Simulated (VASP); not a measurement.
MoW14 (a cell with a defect), 15 atoms in the cell. The cell holds a defect, 15 atoms: a = 6.320 Å, b = 6.320 Å, c = 6.320 Å, α = 90.00°, β = 90.00°, γ = 90.00°. 

| Property | Result |
| --- | --- |
| Program | VASP 6.6.1 |
| Task | single point |
| Functional | PBE |
| Potentials or basis | VASP PAW PBE potentials, release 64 (Mo_sv, W_sv) |
| Cutoff | 520 eV |
| k mesh | 3 × 3 × 3 |
| Occupations | gaussian, width 0.1 eV |
| Spin | no spin polarisation |
| Dipole correction | no |
| Further INCAR settings | LREAL = Auto; ALGO = Normal; EDIFF = 1e-07; NBANDS = 118 |

Potentials or basis: VASP PAW PBE potentials, release 64 (Mo_sv, W_sv).

Launch:

```sh
$ cat potpaw_PBE.64/Mo_sv/POTCAR potpaw_PBE.64/W_sv/POTCAR > POTCAR
$ mpirun -np 1 vasp_std > vasp.out
```

Hardware: 1 thread of Intel(R) Xeon(R) 6975P-C (Granite Rapids) (shared host).

Task: Estimate the wall time of this run.

Result: Run time: 4.1 min on 1 thread of Intel(R) Xeon(R) 6975P-C (Granite Rapids), with other jobs on the host, peak memory 0.39 GiB. Counts: scf iterations 20, k points 6.
